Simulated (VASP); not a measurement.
Runs of VASP 6.6.1 on GaN. The structure is that of space group F-43m (No. 216), or close to it. The cells are those of the table. 

| potentials or basis | cell | cutoff (eV) | second run | gap on the mesh (eV) | pressure (GPa) |
| --- | --- | --- | --- | --- | --- |
| VASP PAW LDA potentials, release 64 (Ga_d, N) | a = 3.100 Å, angles 60.0°, 2 atoms | 520 | - | 2.29 | 12.3 |
| VASP PAW LDA potentials, release 64 (Ga_d, N_h) | a = 3.158 Å, angles 60.0°, 2 atoms | 910 | hard_potentials | 1.92 | (b) |
| VASP PAW LDA potentials, release 64 (Ga_d, N_h) | a = 3.129 Å, angles 60.0°, 2 atoms | 910 | hard_potentials | 2.10 | (a) |
| VASP PAW LDA potentials, release 64 (Ga_d, N) | a = 3.187 Å, angles 60.0°, 2 atoms | 520 | - | 1.75 | -5.5 |
| VASP PAW LDA potentials, release 64 (Ga_d, N_h) | a = 3.100 Å, angles 60.0°, 2 atoms | 910 | hard_potentials | 2.29 | 12.1 |

Alike in all rows: task single point; level LDA; no spin polarisation; k mesh 8 × 8 × 8; smearing gaussian 0.01 eV.

Task: Estimate the missing entries.

Result: (a) 5.2; (b) -0.7.

Caveats: the cutoff is under 1.25 times the usual one of these potentials, so pressure, stress and relaxed cells hold a basis-set (Pulay) error (some runs).

A k mesh can miss the band edges, and the runs leave out spin-orbit coupling on Ga.
